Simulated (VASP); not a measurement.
Input of a VASP 6.6.1 run:

POSCAR

```
SrO
1.0
    0.0000000000      2.7922805133      2.7922805133
    2.7922805133      0.0000000000      2.7922805133
    2.7922805133      2.7922805133      0.0000000000
Sr O
1 1
Direct
    0.0000000000      0.0000000000      0.0000000000
    0.2500000000      0.2500000000      0.2500000000
```

The input INCAR.step1:

```
SYSTEM = SrO
ALGO     = Normal         ! electronic algorithm
EDIFF    = 1E-5           ! SCF threshold, eV
ENCUT    = 520            ! plane-wave cutoff, eV
GGA      = PE             ! functional
ISIF     = 2              ! what is computed and relaxed
ISMEAR   = 0              ! smearing method
LASPH    = .TRUE.         ! aspherical terms in the spheres
LREAL    = .FALSE.        ! projectors in reciprocal space
LWAVE    = .TRUE.         ! write WAVECAR
NBANDS   = 15             ! bands
NELM     = 80             ! most SCF steps
PREC     = Accurate       ! precision mode
SIGMA    = 0.01           ! smearing width, eV
```

File INCAR.step2:

```
SYSTEM = SrO
ALGO     = Normal         ! electronic algorithm
EDIFF    = 1E-6           ! SCF threshold, eV
ENCUT    = 520            ! plane-wave cutoff, eV
GGA      = PE             ! functional
HFSCREEN = 0.2079         ! screening, 1/A
ISIF     = 2              ! what is computed and relaxed
ISMEAR   = 0              ! smearing method
ISTART   = 1            
LASPH    = .TRUE.         ! aspherical terms in the spheres
LCHARG   = .TRUE.         ! write CHGCAR
LELF     = .TRUE.         ! ELF
LHFCALC  = .TRUE.         ! exact exchange
LREAL    = .FALSE.        ! projectors in reciprocal space
LVHAR    = .TRUE.       
LWAVE    = .FALSE.        ! write WAVECAR
NBANDS   = 15             ! bands
NELM     = 80             ! most SCF steps
PREC     = Accurate       ! precision mode
PRECFOCK = Normal       
SIGMA    = 0.01           ! smearing width, eV
```

Contents of KPOINTS:

```
k-points
0
G
  6 6 6
  0 0 0
```

Potentials or basis: VASP PAW PBE potentials, release 64 (Sr_sv, O).

The run is started by

```console
$ cat potpaw_PBE.64/Sr_sv/POTCAR potpaw_PBE.64/O/POTCAR > POTCAR
$ cp INCAR.step1 INCAR
$ mpirun -np 1 vasp_std > vasp.out
$ cp INCAR.step2 INCAR
$ mpirun -np 1 vasp_std > vasp.out
```

**Question.** Predict the band gap on the k mesh.

**Answer.** 3.86 eV (least direct gap 4.74 eV).

**Question.** Predict the pressure.

**Answer.** 0.1 GPa.

Caveat: the structure was generated, so it needn't be the stable form of SrO; the PAW data sets were made with another functional, which shifts forces and pressure a little. A k mesh can miss the band edges.
